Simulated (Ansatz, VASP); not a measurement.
## One calculation of Mo, two programs

The input INCAR:

```
  ALGO = Fast
  EDIFF = 1E-7
  ENCUT = 520
  GGA = PS
  ISIF = 2
  ISMEAR = 0
  LASPH = True
  LCHARG = False
  LREAL = False
  LWAVE = False
  NBANDS = 13
  NELM = 80
  PREC = Accurate
  SIGMA = 0.15
```

The input KPOINTS:

```
k-points
0
Gamma
  22 22 22
```

POSCAR

```
Mo
1.0
   -1.6966800000      1.6966800000      1.5710000000
    1.6966800000     -1.6966800000      1.5710000000
    1.6966800000      1.6966800000     -1.5710000000
Mo
1
Direct
    0.0000000000      0.0000000000      0.0000000000
```

Input for Ansatz:

```yaml
crystal:
  lattice:
    - [-1.69668, 1.69668, 1.571]
    - [1.69668, -1.69668, 1.571]
    - [1.69668, 1.69668, -1.571]
  atoms:
    - { symbol: Mo, position: [0.0, 0.0, 0.0] }
basis:
  ecutwfc: 420
kpoints:
  mp_grid: { grid: [22, 22, 22] }
hamiltonian:
  xc: pbesol
scf:
  occupations: { method: gaussian, width: 0.15 }
output:
  forces: true
  stress: true
  eigenvalues: true
```

Change from the starting cell: strain +0.080 along x and y, +0.000 along z, atoms carried along.

Alike in both runs: task single point; functional PBEsol; k mesh 22 × 22 × 22; occupations gaussian, width 0.15 eV; no spin polarisation.

```csv
,VASP,Ansatz
version,VASP 6.6.1,Ansatz 0.2.0
potentials or method,"VASP PAW PBE potentials, release 64 (Mo_sv), cutoff 520 eV","scalar-relativistic, plane waves, PAW"
valence electrons in the cell,14,14
```

|  | VASP | Ansatz | Ansatz less VASP |
| --- | --- | --- | --- |
| gap on the k mesh at the Fermi level (eV) | none | none | - |
| pressure (GPa) | -31.6 | -31.9 | -0.25 |
| traceless stress, the component that is largest in VASP (GPa) | 10.93 | 10.92 | -0.001 |

VASP's potentials were made for PBE, not for PBEsol. A gap of «none» marks a metal or a gap that the smearing closes. Both programs put the cell under strong tension, so it lies far from rest at this level. The functional is the same, so the differences come from potentials, cutoffs and numerics.

Noted on VASP's run: the cell as given lies far from equilibrium.
